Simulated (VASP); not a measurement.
# TaMo2Au2 (Cmmm) in VASP: notebook, part 2 of 2

VASP 6.6.1. Earlier steps stand in the parts before.

### 4 Relaxation of cell and atoms, PBE

The input, INCAR:

```
SYSTEM = TaMo2Au2
PREC     = Accurate       ! precision mode
ENCUT    = 600            ! plane-wave cutoff, eV
EDIFF    = 1E-6           ! SCF threshold, eV
ISMEAR   = 0              ! smearing method
SIGMA    = 0.1            ! smearing width, eV
LREAL    = .False.        ! projectors in reciprocal space
LASPH    = .True.         ! aspherical terms in the spheres
NELM     = 80             ! most SCF steps
ALGO     = Fast           ! electronic algorithm
ISIF     = 3              ! what is computed and relaxed
LWAVE    = .False.        ! write WAVECAR
LCHARG   = .False.        ! write CHGCAR
GGA      = PE             ! functional
IBRION   = 2              ! ionic algorithm
NSW      = 100            ! ionic steps
EDIFFG   = -0.01          ! ionic threshold
```

The input, KPOINTS:

```
Automatic mesh
0
Gamma
  8 8 6
  0 0 0
```

The input, POSCAR:

```
TaMo2Au2
1.0
    2.6963827695     -4.4134906879      0.0000000000
    2.6963827695      4.4134906879      0.0000000000
    0.0000000000      0.0000000000      7.5211762020
Ta Mo Au
1 2 2
Direct
    0.0000000000      0.0000000000      0.5000000000
    0.0000000000      0.0000000000      0.1274336336
    0.0000000000      0.0000000000      0.8725663664
    0.0000000000      0.5000000000      0.5000000000
    0.5000000000      0.0000000000      0.5000000000
```

Potentials or basis: VASP PAW PBE potentials, release 64 (Ta_pv, Mo_sv, Au).

The run is started by

```
$ cat potpaw_PBE.64/Ta_pv/POTCAR potpaw_PBE.64/Mo_sv/POTCAR potpaw_PBE.64/Au/POTCAR > POTCAR
$ mpirun -np 1 vasp_std > vasp.out
```

OUTCAR:

```text
SYSTEM = TaMo2Au2
   PREC = Accurate
   ENCUT = 600
   EDIFF = 1E-6
   ISMEAR = 0
   LREAL = .False.
   LASPH = .True.
   NELM = 80
   ISIF = 3
   GGA = PE
   IBRION = 2
   NSW = 100
   EDIFFG = -0.01

 ion  position               nearest neighbor table
   1  0.000  0.000  0.500-   4 2.59   5 2.59   4 2.59   5 2.59   2 2.80   3 2.80
   2  0.000  0.000  0.127-   3 1.92   1 2.80
   3  0.000  0.000  0.873-   2 1.92   1 2.80
   4  0.000  0.500  0.500-   1 2.59   1 2.59   5 2.70   5 2.70
   5  0.500  0.000  0.500-   1 2.59   1 2.59   4 2.70   4 2.70

  LATTYP: Found a base centered orthorhombic cell.
 ALAT       =     5.3927655390
 B/A-ratio  =     1.6368190517
 C/A-ratio  =     1.3946788800

  Lattice vectors:

 A1 = (   2.6963827695,  -4.4134906879,   0.0000000000)
 A2 = (   2.6963827695,   4.4134906879,   0.0000000000)
 A3 = (   0.0000000000,   0.0000000000,   7.5211762020)

Analysis of symmetry for initial positions (statically):
=====================================================================
 Subroutine PRICEL returns:
 Original cell was already a primitive cell.

 Routine SETGRP: Setting up the symmetry group for a
 base centered orthorhombic supercell.

 Subroutine GETGRP returns: Found  8 space group operations
[... 285 lines left out ...]
  free  energy   TOTEN  =       -29.6138187251 eV

  energy  without entropy=      -29.5856198344  energy(sigma->0) =      -29.59971928

[... ionic steps 4 to 8 ...]

--------------------------------------- Ionic step        9  -------------------------------------------

 number of electron      60.9999999 magnetization

------------------------ aborting loop because EDIFF is reached ----------------------------------------
[... 73 lines left out ...]
--------------------------------------- Ionic step       11  -------------------------------------------

 number of electron      60.9999999 magnetization

 Free energy of the ion-electron system (eV)
  ---------------------------------------------------
  ext. energy  EPLUGINS =         0.00000000
  ---------------------------------------------------
  free energy    TOTEN  =       -29.62322154 eV

  energy without entropy =      -29.59508903  energy(sigma->0) =      -29.60915529

 E-fermi :   2.2431     XC(G=0):  -8.3829

 val. band max:        2.2374760395   @ k =  -0.3750   0.2500   0.1667
 cond. band min:       2.2487531713   @ k =   0.5000   0.1250   0.0000
 fundamental gap:      0.0112771318
 Fermi energy:         2.2430518298

 k-point     1 :       0.0000    0.0000    0.0000
  band No.  band energies     occupation
      1     -59.1475      2.00000
      2     -57.7004      2.00000
      3     -35.3667      2.00000
      4     -32.8600      2.00000
      5     -32.8305      2.00000
      6     -32.6910      2.00000
[... 925 lines left out ...]
     35       3.6711      0.00000
     36       3.9747      0.00000

 [... further k-points ...]

------------------------ aborting loop because EDIFF is reached ----------------------------------------

  FORCE on cell =-STRESS in cart. coord.  units (eV):
  Direction    XX          YY          ZZ          XY          YZ          ZX
  --------------------------------------------------------------------------------------
  -------------------------------------------------------------------------------------
  Total       -0.0030706     -0.0195222      0.0113955     -0.0000000      0.0000000      0.0000000
  in kB       -0.0276476     -0.1757747      0.1026033     -0.0000000      0.0000000      0.0000000
  external PRESSURE =      -0.0336063 kB  Pullay stress =       0.0000000 kB
[... 20 lines left out ...]
  FREE ENERGIE OF THE ION-ELECTRON SYSTEM (eV)
  ---------------------------------------------------
  free  energy   TOTEN  =       -29.6232215439 eV

  energy  without entropy=      -29.5950890310  energy(sigma->0) =      -29.60915529

 reached required accuracy - stopping structural energy minimisation
```

Run time: 2.3 h. Hardware: 1 thread of Oxide Virtual Turin-like, shared host; peak memory 0.78 GiB.

Results:

```
Free energy                           : -29.6232 eV
Relaxed volume                        : 35.59 Å³/atom
Relaxed cell                          : a = 5.196 Å, b = 5.196 Å, c = 7.449 Å, α = 90.00°, β = 90.00°, γ = 117.78°
Space group after relaxing (to 0.1 Å) : Cmmm (No. 65)
Energy gained by relaxing             : 4.9 meV/atom
Ionic steps                           : 11
Pressure after relaxing               : 0.0 GPa
Band gap on the k mesh                : zero (an odd number of electrons rules out a gap without spin polarisation)
```

Step by step:
```tsv
step	energy change (eV)	largest force (eV/Å)	pressure (GPa)	volume (Å³)
1	0.0000	1.2230	0.69	179.01
2	0.2374	3.1035	-3.10	183.02
3	-0.0153	0.0259	-0.21	179.72
4	-0.0154	0.0898	-0.15	179.68
5	-0.0226	0.0749	-0.18	179.21
6	-0.0239	0.0714	-0.18	178.92
7	-0.0239	0.0701	-0.18	178.89
8	-0.0243	0.1502	-0.05	177.80
9	-0.0246	0.0682	-0.10	178.20
10	-0.0239	0.1789	0.30	177.25
11	-0.0247	0.0014	0.00	177.94
```

Final structure:
```
Ta Mo Au
1.0
     2.68484   -4.44867    0.00000
     2.68484    4.44867    0.00000
     0.00000    0.00000    7.44910
Ta Mo Au
1 2 2
Cartesian
  5.3697 0.0000 3.7245
  0.0000 0.0000 0.9748
  0.0000 0.0000 6.4743
  4.0273 -2.2243 3.7245
  4.0273 2.2243 3.7245
```

Caveat: atoms lie so close that the PAW spheres overlap strongly, which falsifies energies and pressures; spin-orbit coupling is left out, which moves the levels of the heavy elements.

### 5 Summary

```csv
task,spin,cell,k mesh,cutoff (eV),gap on the mesh (eV),pressure (GPa),largest force (eV/Å)
single point,collinear,"a = 5.172, b = 5.172, c = 7.521 Å, angles 90.0, 90.0, 117.2°, 5 atoms, atomic positions A",4 × 4 × 2,520,none,0.6,1.76
single point,off,"a = 5.193, b = 5.193, c = 7.481 Å, angles 90.0, 90.0, 117.7°, 5 atoms, atomic positions B",8 × 8 × 6,520,none,0.5,0.99
relaxation of cell and atoms,off,"relaxed from a = 5.172, b = 5.172, c = 7.521 Å, angles 90.0, 90.0, 117.2°, 5 atoms, atomic positions A",8 × 8 × 6,600,none,0.0,-
```

Alike in all rows: level PBE; potentials or basis VASP PAW PBE potentials, release 64 (Ta_pv, Mo_sv, Au); smearing gaussian 0.1 eV.

Caveats: some runs use coarse meshes; atoms lie so close that the PAW spheres overlap strongly, which falsifies energies and pressures; spin-orbit coupling is left out, which moves the levels of the heavy elements; forces of over 1 eV/Å act on the atoms, so gaps and moduli don't describe the material at rest (at least some runs).

Total energies depend on the potentials used, so only differences within one code and one set of settings carry meaning.
